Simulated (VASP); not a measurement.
# CoSn (P6/mmm) in VASP: a series of runs

CoSn is run at these levels: PBEsol; tasks: single point, relaxation of cell and atoms.

Program: VASP 6.6.1. These are calculated values, not measurements. Logs are shortened: lines on timing, memory, paths and dates and some standing lists are left out, and cuts for length are marked.

**1. The cell of the first run**

The structure is hexagonal, space group P6/mmm (No. 191). Conventional cell: a = 5.220 Å, b = 5.220 Å, c = 4.168 Å, α = 90.00°, β = 90.00°, γ = 120.00°. Co (site symmetry mmm) has 6 Sn at 2.57 to 2.61 Å and 4 Co at 2.61 Å within 3.4 Å. Sn (site symmetry -6m2) has 6 Co at 2.57 Å and 3 Sn at 3.01 Å within 3.4 Å. Sn (site symmetry 6/mmm) has 6 Co at 2.61 Å within 3.4 Å.

**2. Single point, PBEsol**

Input file INCAR:

```
SYSTEM = CoSn
  PREC = Accurate
  ENCUT = 520
  EDIFF = 1E-7
  ISMEAR = 0
  SIGMA = 0.1
  LREAL = .False.
  LASPH = .True.
  NELM = 100
  ALGO = Normal
  ISIF = 2
  LWAVE = .False.
  LCHARG = .True.
  GGA = PS
  LELF = .True.
  LVHAR = .True.
  NBANDS = 44
```

Input file KPOINTS:

```
Automatic mesh
0
Gamma
  9 9 8
  0 0 0
```

Input file POSCAR:

```
CoSn
1.0
    5.2197103378      0.0000000000      0.0000000000
   -2.6098551689      4.5204017530      0.0000000000
    0.0000000000      0.0000000000      4.1682546744
Co Sn
3 3
Direct
    0.0000000000      0.5000000000      0.0000000000
    0.5000000000      0.5000000000      0.0000000000
    0.5000000000      0.0000000000      0.0000000000
    0.6666666667      0.3333333333      0.5000000000
    0.3333333333      0.6666666667      0.5000000000
    0.0000000000      0.0000000000      0.0000000000
```

Potentials or basis: VASP PAW PBE potentials, release 64 (Co, Sn_d).

Launch:

```console
$ cat potpaw_PBE.64/Co/POTCAR potpaw_PBE.64/Sn_d/POTCAR > POTCAR
$ mpirun -np 1 vasp_std > vasp.out
```

OUTCAR:

```text
SYSTEM = CoSn
   PREC = Accurate
   ENCUT = 520
   EDIFF = 1E-7
   ISMEAR = 0
   LREAL = .False.
   LASPH = .True.
   NELM = 100
   ISIF = 2
   GGA = PS

 ion  position               nearest neighbor table
   1  0.000  0.500  0.000-   4 2.57   5 2.57   4 2.57   5 2.57   2 2.61   2 2.61   6 2.61   6 2.61
                             3 2.61   3 2.61
   2  0.500  0.500  0.000-   4 2.57   5 2.57   4 2.57   5 2.57   1 2.61   1 2.61   6 2.61   3 2.61
                             3 2.61   6 2.61
   3  0.500  0.000  0.000-   4 2.57   5 2.57   4 2.57   5 2.57   6 2.61   6 2.61   1 2.61   2 2.61
                             2 2.61   1 2.61
   4  0.667  0.333  0.500-   1 2.57   1 2.57   3 2.57   3 2.57   2 2.57   2 2.57   5 3.01   5 3.01
                             5 3.01   6 3.66   6 3.66   6 3.66   6 3.66   6 3.66   6 3.66
   5  0.333  0.667  0.500-   1 2.57   1 2.57   3 2.57   3 2.57   2 2.57   2 2.57   4 3.01   4 3.01
                             4 3.01   6 3.66   6 3.66   6 3.66   6 3.66   6 3.66   6 3.66
   6  0.000  0.000  0.000-   3 2.61   3 2.61   1 2.61   1 2.61   2 2.61   2 2.61   5 3.66   4 3.66
                             5 3.66   4 3.66   4 3.66   5 3.66   5 3.66   4 3.66   5 3.66   5 3.66

  LATTYP: Found a hexagonal cell.
 ALAT       =     5.2197103378
 C/A-ratio  =     0.7985605339

  Lattice vectors:

 A1 = (   5.2197103378,   0.0000000000,   0.0000000000)
 A2 = (  -2.6098551689,   4.5204017530,   0.0000000000)
 A3 = (   0.0000000000,   0.0000000000,   4.1682546744)

Analysis of symmetry for initial positions (statically):
=====================================================================
 Subroutine PRICEL returns:
 Original cell was already a primitive cell.

 Routine SETGRP: Setting up the symmetry group for a
 hexagonal supercell.

 Subroutine GETGRP returns: Found 24 space group operations
 (whereof 24 operations were pure point group operations)
 out of a pool of 24 trial point group operations.

The static configuration has the point symmetry D_6h.

Analysis of symmetry for dynamics (positions and initial velocities):
=====================================================================
 Subroutine PRICEL returns:
 Original cell was already a primitive cell.

 Routine SETGRP: Setting up the symmetry group for a
 hexagonal supercell.

 Subroutine GETGRP returns: Found 24 space group operations
 (whereof 24 operations were pure point group operations)
 out of a pool of 24 trial point group operations.

The dynamic configuration has the point symmetry D_6h.

 Subroutine INISYM returns: Found 24 space group operations
 (whereof 24 operations are pure point group operations),
 and found     1 'primitive' translations

----------------------------------------------------------------------------------------

                                     Primitive cell

  volume of cell :      98.3508

  direct lattice vectors                    reciprocal lattice vectors
     5.219710338  0.000000000  0.000000000     0.191581512  0.110609638  0.000000000
    -2.609855169  4.520401753  0.000000000     0.000000000  0.221219275  0.000000000
     0.000000000  0.000000000  4.168254674     0.000000000  0.000000000  0.239908566

  length of vectors
     5.219710338  5.219710338  4.168254674     0.221219275  0.221219275  0.239908566

  position of ions in fractional coordinates (direct lattice)
     0.000000000  0.500000000  0.000000000
     0.500000000  0.500000000  0.000000000
     0.500000000  0.000000000  0.000000000
     0.666666667  0.333333333  0.500000000
     0.333333333  0.666666667  0.500000000
     0.000000000  0.000000000  0.000000000

  ion indices of the primitive-cell ions
   primitive index   ion index
                 1           1
                 2           2
                 3           3
                 4           4
                 5           5
                 6           6

----------------------------------------------------------------------------------------

 KPOINTS: Automatic mesh

Automatic generation of k-mesh.
 Grid dimensions read from file:
 generate k-points for:    9    9    8

 Generating k-lattice:

  Cartesian coordinates                     Fractional coordinates (reciprocal lattice)
     0.021286835  0.012289960  0.000000000     0.111111111 -0.000000000  0.000000000
     0.000000000  0.024579919  0.000000000     0.000000000  0.111111111  0.000000000
     0.000000000  0.000000000  0.029988571     0.000000000  0.000000000  0.125000000

  Length of vectors
     0.024579919  0.024579919  0.029988571

  Shift w.r.t. Gamma in fractional coordinates (k-lattice)
     0.000000000  0.000000000  0.000000000

 Subroutine IBZKPT returns following result:
 ===========================================

 Found     60 irreducible k-points:

 Following reciprocal coordinates:
            Coordinates               Weight
  0.000000  0.000000  0.000000      1.000000
  0.111111 -0.000000  0.000000      6.000000
  0.222222  0.000000  0.000000      6.000000
  0.333333 -0.000000  0.000000      6.000000
  0.444444  0.000000  0.000000      6.000000
  0.111111  0.111111  0.000000      6.000000
[... 16 lines left out ...]
  0.333333  0.222222  0.125000     24.000000
  0.333333  0.333333  0.125000      4.000000
 [... further k-points ...]
   k-points           NKPTS =     60   k-points in BZ     NKDIM =     60   number of bands    NBANDS=     44
   number of dos      NEDOS =    301   number of ions     NIONS =      6
   total plane-waves  NPLWV =  51200
   dimension x,y,z NGX =    40 NGY =   40 NGZ =   32
   dimension x,y,z NGXF=    80 NGYF=   80 NGZF=   64
   ions per type =               3   3
   NGX,Y,Z   is equivalent  to a cutoff of  12.74, 12.74, 12.76 a.u.
   NGXF,Y,Z  is equivalent  to a cutoff of  25.48, 25.48, 25.53 a.u.
 SYSTEM =  CoSn
   PREC   = accura    normal or accurate (medium, high low for compatibility)
   ISTART =      0    job   : 0-new  1-cont  2-samecut
   ICHARG =      2    charge: 1-file 2-atom 10-const
   ISPIN  =      1    spin polarized calculation?
   LNONCOLLINEAR =      F non collinear calculations
   LSORBIT =      F    spin-orbit coupling
   LASPH  =      T    aspherical Exc in radial PAW
   ENCUT  =  520.0 eV  38.22 Ry    6.18 a.u.   9.71  9.71  7.75*2*pi/ulx,y,z
   NELM   =    100;   NELMIN=  2; NELMDL= -5     # of ELM steps
   EDIFF  = 0.1E-06   stopping-criterion for ELM
   LREAL  =      F    real-space projection
   EDIFFG = 0.1E-05   stopping-criterion for IOM
   NSW    =      0    number of steps for IOM
   IBRION =     -1    ionic relax: 0-MD 1-quasi-New 2-CG
   NFREE  =      0    steps in history (QN), initial steepest desc. (CG)
   ISIF   =      2    stress and relaxation
   ISYM   =      2    0-nonsym 1-usesym 2-fastsym
   POTIM  = 0.5000    time-step for ionic-motion
   TEBEG  =    0.0;   TEEND  =   0.0 temperature during run
   PSTRESS=    0.0 pullay stress
   NELECT =      69.0000    total number of electrons
   NUPDOWN=      -1.0000    fix difference up-down
   EMIN   =  10.00;   EMAX   =-10.00  energy-range for DOS
   EFERMI =   0.00;   METHOD = LEGACY
   ISMEAR =     0;   SIGMA  =   0.10  broadening in eV -4-tet -1-fermi 0-gaus
   EFERMI_NEDOS =   21; number of points for ismear=-14 and -15
   IALGO  =     38    algorithm
   IMIX   =      4    mixing-type and parameters
     AMIX     =   0.40;   BMIX     =  1.00
     AMIX_MAG =   1.60;   BMIX_MAG =  1.00
  volume/ion in A,a.u.               =      16.39       110.62
  Fermi-wavevector in a.u.,A,eV,Ry     =   1.454673  2.748933 28.790918  2.116073
  Thomas-Fermi vector in A             =   2.571796
   LORBIT       =      0    0 simple, 1 ext, 2 COOP (PROOUT), +10 PAW based schemes
   GGA     = PS    functional components
   LHFCALC =     F    Hartree Fock is set to
   AEXX    =    0.0000 exact exchange contribution
   IVDW    =     0    specifies the selected vdW correction
   LEPSILON=     F    determine dielectric tensor
   LRPA    =     F    only Hartree local field effects (RPA)
 non-spin polarized calculation
 Gauss-broadening in eV      SIGMA  =   0.10
  energy-cutoff  :      520.00
  volume of cell :       98.35
 maximum number of plane-waves:      2675
 NGX is ok and might be reduce to    40
   NGX = 19   NGY = 19   NGZ = 15

 number of electron      68.9999995 magnetization

 Free energy of the ion-electron system (eV)
  ---------------------------------------------------
  ext. energy  EPLUGINS =         0.00000000
  ---------------------------------------------------
  free energy    TOTEN  =       -36.98137242 eV

  energy without entropy =      -36.96902848  energy(sigma->0) =      -36.97520045

 E-fermi :  10.1777     XC(G=0): -12.0954

 val. band max:       10.1689723594   @ k =   0.3333  -0.0000   0.1250
 cond. band min:      10.2377547581   @ k =   0.0000   0.0000   0.3750
 fundamental gap:      0.0687823987
 Fermi energy:        10.1777030737

 k-point     1 :       0.0000    0.0000    0.0000
  band No.  band energies     occupation
      1     -11.2005      2.00000
      2     -11.0857      2.00000
      3     -11.0857      2.00000
      4     -11.0851      2.00000
      5     -11.0851      2.00000
      6     -10.9984      2.00000
[... 36 lines left out ...]
     43      16.3358      0.00000
     44      16.9054      0.00000

 k-point     2 :       0.1111   -0.0000    0.0000
  band No.  band energies     occupation
      1     -11.1992      2.00000
      2     -11.0972      2.00000
      3     -11.0925      2.00000
      4     -11.0870      2.00000
      5     -11.0856      2.00000
      6     -11.0075      2.00000
[... 36 lines left out ...]
     43      15.8952      0.00000
     44      16.1346      0.00000

 k-point     3 :       0.2222    0.0000    0.0000
  band No.  band energies     occupation
      1     -11.1961      2.00000
      2     -11.1203      2.00000
      3     -11.1098      2.00000
      4     -11.0916      2.00000
      5     -11.0851      2.00000
      6     -11.0157      2.00000
[... 976 lines left out ...]
     43      16.0198      0.00000
     44      16.5918      0.00000

 k-point    24 :       0.3333    0.3333    0.1250
  band No.  band energies     occupation
      1     -11.1974      2.00000
      2     -11.1789      2.00000
      3     -11.0849      2.00000
      4     -11.0849      2.00000
      5     -11.0687      2.00000
      6     -11.0687      2.00000
[... 36 lines left out ...]
     43      16.9070      0.00000
     44      17.0848      0.00000

 [... further k-points ...]

------------------------ aborting loop because EDIFF is reached ----------------------------------------

  FORCE on cell =-STRESS in cart. coord.  units (eV):
  Direction    XX          YY          ZZ          XY          YZ          ZX
  --------------------------------------------------------------------------------------
  -------------------------------------------------------------------------------------
  Total       -0.0226719     -0.0226719     -0.0744115     -0.0000000     -0.0000000      0.0000000
  in kB       -0.3693360     -0.3693360     -1.2121958     -0.0000000     -0.0000000      0.0000000
  external PRESSURE =      -0.6502893 kB  Pullay stress =       0.0000000 kB

 VOLUME and BASIS-vectors are now :
 -----------------------------------------------------------------------------
  energy-cutoff  :      520.00
  volume of cell :       98.35
      direct lattice vectors                 reciprocal lattice vectors
     5.219710338  0.000000000  0.000000000     0.191581512  0.110609638  0.000000000
    -2.609855169  4.520401753  0.000000000     0.000000000  0.221219275  0.000000000
     0.000000000  0.000000000  4.168254674     0.000000000  0.000000000  0.239908566

 POSITION                                       TOTAL-FORCE (eV/Angst)
 -----------------------------------------------------------------------------------
     -1.30493      2.26020      0.00000        -0.000000      0.000000      0.000000
      1.30493      2.26020      0.00000        -0.000000      0.000000      0.000000
      2.60986      0.00000      0.00000        -0.000000      0.000000      0.000000
      2.60986      1.50680      2.08413        -0.000000      0.000000      0.000000
     -0.00000      3.01360      2.08413         0.000000     -0.000000      0.000000
      0.00000      0.00000      0.00000        -0.000000      0.000000      0.000000
 -----------------------------------------------------------------------------------
    total drift:                               -0.000000      0.000000     -0.000000

  FREE ENERGIE OF THE ION-ELECTRON SYSTEM (eV)
  ---------------------------------------------------
  free  energy   TOTEN  =       -36.9813724244 eV

  energy  without entropy=      -36.9690284759  energy(sigma->0) =      -36.97520045
```

It took 3.7 min on 1 thread of Intel Xeon Platinum 8488C (Sapphire Rapids), shared host; peak memory 0.35 GiB.

Results:

| Quantity | Value |
| --- | --- |
| Free energy | -36.9814 eV |
| Pressure | -0.1 GPa |

Levels at points of the mesh, in eV from the Fermi level:
```csv
k point,band 31,band 32,band 33,band 34,band 35,band 36,band 37,band 38
"(0.00, 0.00, 0.00)",-0.43,-0.43,-0.40,-0.40,0.54,0.70,1.44,1.44
"(0.00, 0.00, 0.50)",-0.96,-0.50,-0.49,-0.49,-0.38,-0.38,-0.17,0.54
```

Caveat: the PAW data sets were made with another functional, which shifts forces and pressure a little; spin-orbit coupling is left out, which moves the levels of the heavy elements. Spin polarisation is off, so any magnetic state and its effect on volume and gap are missing.

**3. Relaxation of cell and atoms, PBEsol**

This run uses another cell than the first one, of 17.13 Å³/atom, 1.045 times its volume.

Input file INCAR:

```
SYSTEM = CoSn
PREC = Accurate
ENCUT = 600
EDIFF = 1E-6
ISMEAR = 0
SIGMA = 0.1
LREAL = .FALSE.
LASPH = .TRUE.
NELM = 100
ALGO = Normal
ISIF = 3
LWAVE = .FALSE.
LCHARG = .FALSE.
GGA = PS
IBRION = 2
NSW = 70
EDIFFG = -0.005
```

Input file KPOINTS:

```
Automatic mesh
0
G
  9 9 8
  0 0 0
```

POSCAR: that of step 2 with these lines changed.

```diff
@@ -2,5 +2,5 @@
 1.0
-    5.2197103378      0.0000000000      0.0000000000
-   -2.6098551689      4.5204017530      0.0000000000
-    0.0000000000      0.0000000000      4.1682546744
+    5.2966106598      0.0000000000      0.0000000000
+   -2.6483053299      4.5869993854      0.0000000000
+    0.0000000000      0.0000000000      4.2302439068
 Co Sn
```

Potentials or basis: VASP PAW PBE potentials, release 64 (Co, Sn_d).

Launch:

```console
$ cat potpaw_PBE.64/Co/POTCAR potpaw_PBE.64/Sn_d/POTCAR > POTCAR
$ mpirun -np 1 vasp_std > vasp.out
```

Run time: 27 min. Hardware: 1 thread of Intel Xeon Platinum 8488C (Sapphire Rapids), shared host; peak memory 0.43 GiB.

Results (log left out):

```
Free energy                            : -36.9833 eV
Relaxed volume                         : 16.39 Å³/atom
Relaxed cell                           : a = 5.220 Å, b = 5.220 Å, c = 4.167 Å, α = 90.00°, β = 90.00°, γ = 120.00°
Space group after relaxing (to 0.05 Å) : P6/mmm (No. 191)
Energy gained by relaxing              : 14.1 meV/atom
Ionic steps                            : 8
Pressure after relaxing                : 0.0 GPa
```

The path:
```tsv
step	energy change (eV)	largest force (eV/Å)	pressure (GPa)	volume (Å³)
1	0.0000	0.0000	-5.76	102.78
2	0.0151	0.0000	7.54	93.89
3	-0.0844	0.0000	-0.09	98.34
4	-0.0844	0.0000	0.09	98.26
5	-0.0844	0.0000	-0.10	98.37
6	-0.0844	0.0000	0.06	98.32
7	-0.0844	0.0000	-0.05	98.34
8	-0.0844	0.0000	-0.01	98.33
```

Final structure:
```
Co Sn
1.0
     5.21996    0.00000    0.00000
    -2.60998    4.52062    0.00000
     0.00000    0.00000    4.16717
Co Sn
3 3
Cartesian
  -1.3050 2.2603 0.0000
  1.3050 2.2603 0.0000
  2.6100 0.0000 0.0000
  2.6100 1.5069 2.0836
  0.0000 3.0137 2.0836
  0.0000 0.0000 0.0000
```

Levels at points of the mesh, in eV from the Fermi level:
```tsv
k point	band 32	band 33	band 34	band 35	band 36	band 37
(0.00, 0.00, 0.00)	-0.43	-0.40	-0.40	0.54	0.70	1.44
(0.00, 0.00, 0.50)	-0.50	-0.49	-0.49	-0.38	-0.38	-0.18
```

Caveat: the PAW data sets were made with another functional, which shifts forces and pressure a little; spin-orbit coupling is left out, which moves the levels of the heavy elements.
